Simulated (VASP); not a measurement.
**Lu2AlN3: relaxation of cell and atoms with PBE**

The system is Lu2AlN3.

```xyz
6
Lattice="5.8135 0.0000 0.0000 -2.9068 5.0347 0.0000 0.0000 0.0000 3.8942" Properties=species:S:1:pos:R:3 pbc="T T T"
Lu    0.0000    3.3564    1.9471
Lu    2.9068    1.6782    1.9471
Al    0.0000    0.0000    0.0000
N     0.0000    3.3564    0.0000
N     2.9068    1.6782    0.0000
N     0.0000    0.0000    1.9471
```

* Program: VASP 6.6.1
* Task: relaxation of cell and atoms
* Functional: PBE
* Potentials or basis: VASP PAW PBE potentials, release 64 (Lu, Al, N)
* Cutoff: 600 eV
* k mesh: 3 × 3 × 4
* Occupations: gaussian, width 0.1 eV
* Spin: no spin polarisation
* Dipole correction: no
* Further INCAR settings: ALGO = Normal; EDIFF = 1e-06; IBRION = 2; EDIFFG = -0.04; NSW = 90; ISIF = 3

```json
{
 "Relaxed volume": "14.53 Å³/atom",
 "Relaxed cell": "a = 4.911 Å, b = 4.911 Å, c = 4.174 Å, α = 90.00°, β = 90.00°, γ = 120.00°",
 "Space group after relaxing (to 0.05 Å)": "P6/mmm (No. 191)",
 "Energy gained by relaxing": "128.9 meV/atom",
 "Ionic steps": "19",
 "Pressure after relaxing": "-0.2 GPa",
 "Band gap on the k mesh": "zero (band 34 reaches 4.59 eV, above the bottom of band 35 at 3.36 eV)"
}
```

Stress tensor (GPa, compression positive):
```
-0.41  0.00  0.00
 0.00 -0.41  0.00
 0.00  0.00  0.32
```

The path:
```tsv
step	energy change (eV)	largest force (eV/Å)	pressure (GPa)	volume (Å³)
1	0.0000	0.0000	1.85	113.98
2	0.0940	0.0000	-8.04	117.38
3	-0.0997	0.0000	-2.93	115.24
4	-0.0999	0.0000	-2.78	115.19
5	-0.1817	0.0000	-2.24	110.96
6	-0.4187	0.0000	0.32	98.72
7	-0.2919	0.0000	17.90	76.28
8	-0.5557	0.0000	4.36	91.05
9	-0.5768	0.0000	5.64	88.31
10	-0.5342	0.0000	10.62	82.19
11	-0.5801	0.0000	6.51	87.12
12	-0.5973	0.0000	6.62	86.57
13	-0.6375	0.0000	7.01	84.93
14	-0.6543	0.0000	7.92	81.67
15	-0.6572	0.0000	7.62	82.51
16	-0.6845	0.0000	6.52	83.04
17	-0.7431	0.0000	3.92	84.62
18	-0.7712	0.0000	-1.12	87.85
19	-0.7736	0.0000	-0.17	87.18
```

Final structure:
```cif
data_structure
_symmetry_space_group_name_H-M 'P 1'
_symmetry_Int_Tables_number 1
_cell_length_a 4.9112
_cell_length_b 4.9112
_cell_length_c 4.1735
_cell_angle_alpha 90.000
_cell_angle_beta 90.000
_cell_angle_gamma 120.000
_cell_volume 87.18
loop_
_atom_site_label
_atom_site_type_symbol
_atom_site_fract_x
_atom_site_fract_y
_atom_site_fract_z
_atom_site_occupancy
Lu1 Lu 0.33333 0.66667 0.50000 1
Lu2 Lu 0.66667 0.33333 0.50000 1
Al1 Al 0.00000 0.00000 0.00000 1
N1 N 0.33333 0.66667 0.00000 1
N2 N 0.66667 0.33333 0.00000 1
N3 N 0.00000 0.00000 0.50000 1
```

Levels at points of the mesh, in eV from the Fermi level:
```tsv
k point	band 30	band 31	band 32	band 33	band 34	band 35	band 36	band 37	band 38	band 39
(0.00, 0.00, 0.00)	-2.55	-1.92	-0.50	-0.50	-0.43	0.29	0.46	1.50	1.50	2.46
(0.00, 0.00, 0.50)	-3.82	-3.82	-3.50	-2.28	-2.28	-0.98	2.09	2.09	2.34	4.48
```

Run time: 15 min on 1 thread of AMD EPYC 9R45 96-Core Processor (Zen 5), with other jobs on the host, peak memory 0.29 GiB.

Caveat: the k points lie up to 0.49 Å⁻¹ apart in the final cell; the volume moved by over 15 % at a fixed basis, so the end points are rough; spin-orbit coupling is left out, which moves the levels of the heavy elements.
